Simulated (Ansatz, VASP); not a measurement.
# Two plane-wave programs on Ni

```
Ni
1.0
     0.00000    1.53476    1.53476
     1.53476    0.00000    1.53476
     1.53476    1.53476    0.00000
Ni
1
Direct
  0.00000 0.00000 0.00000
```

Change from the starting cell: volume scaled by 0.72, PAW files.

Alike in both runs: task single point; functional LDA; k mesh 18 × 18 × 18; occupations fermi-dirac, width 0.08 eV; collinear spin.

|  | VASP | Ansatz |
| --- | --- | --- |
| version | VASP 6.6.1 | Ansatz 0.2.0 |
| potentials or method | VASP PAW LDA potentials, release 64 (Ni_sv_GW) | PAW with Ansatz's default frozen-core files, scalar-relativistic |
| plane-wave cutoff (eV) | 690 | 420 |
| valence electrons in the cell | 18 | 18 |

Ansatz gave:

| Property | Result |
| --- | --- |
| pressure (GPa) | 181.9 |
| net moment per atom (μB) | 0.43 |
| size of the moment on the site where the two differ most (μB) | 0.44 |

Q: What did VASP give for the same quantities?

A: Pressure (GPa): 183.4; net moment per atom (μB): 0.38; size of the moment on the site where the two differ most (μB): 0.38.

LDA's correlation is that of Perdew and Zunger in VASP and of Perdew and Wang (1992) in Ansatz. Site moments also hang on the region over which each program counts them. Both programs put the cell under a high pressure, so it lies far from rest at this level.

Noted on VASP's run: the cell as given lies far from equilibrium.
